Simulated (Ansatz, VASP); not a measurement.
# Si2W3: VASP beside Ansatz

```
Si W
1.0
     6.58244    0.00000    0.00000
     0.00000    6.58244    0.00000
     0.00000    0.00000    3.27491
Si W
4 6
Cartesian
  0.9949 4.0615 0.0000
  5.5876 2.5210 0.0000
  4.0615 5.5876 0.0000
  2.5210 0.9949 0.0000
  3.2912 3.2912 0.0000
  0.0000 0.0000 0.0000
  4.5556 0.8401 1.6375
  2.0268 5.7423 1.6375
  0.8401 2.0268 1.6375
  5.7423 4.5556 1.6375
```

Change from the starting cell: mode 4 (35.5 1/cm) frozen in, largest displacement +0.300 Å.

Alike in both runs: task single point; functional PBEsol; k mesh 6 × 6 × 12; occupations gaussian, width 0.15 eV; no spin polarisation.

|  | VASP | Ansatz |
| --- | --- | --- |
| version | VASP 6.6.1 | Ansatz 0.2.0 |
| potentials or method | VASP PAW PBE potentials, release 64 (Si, W_sv), cutoff 520 eV | scalar-relativistic, plane waves, PAW |
| valence electrons in the cell | 100 | 100 |

```tsv
	VASP	Ansatz	Ansatz less VASP
gap on the k mesh at the Fermi level (eV)	none	none	-
pressure (GPa)	5.7	5.2	-0.49
traceless stress, the component that is largest in VASP (GPa)	-7.34	-7.36	-0.016
rms of the force components (eV/Å)	0.505	0.500	-0.0049
```

VASP's potentials were made for PBE, not for PBEsol. Atom by atom the forces differ by 0.006 eV/Å (rms over components). A gap of «none» marks a metal or a gap that the smearing closes. The functional is the same, so the differences come from potentials, cutoffs and numerics.

Neither program's run includes spin-orbit coupling.
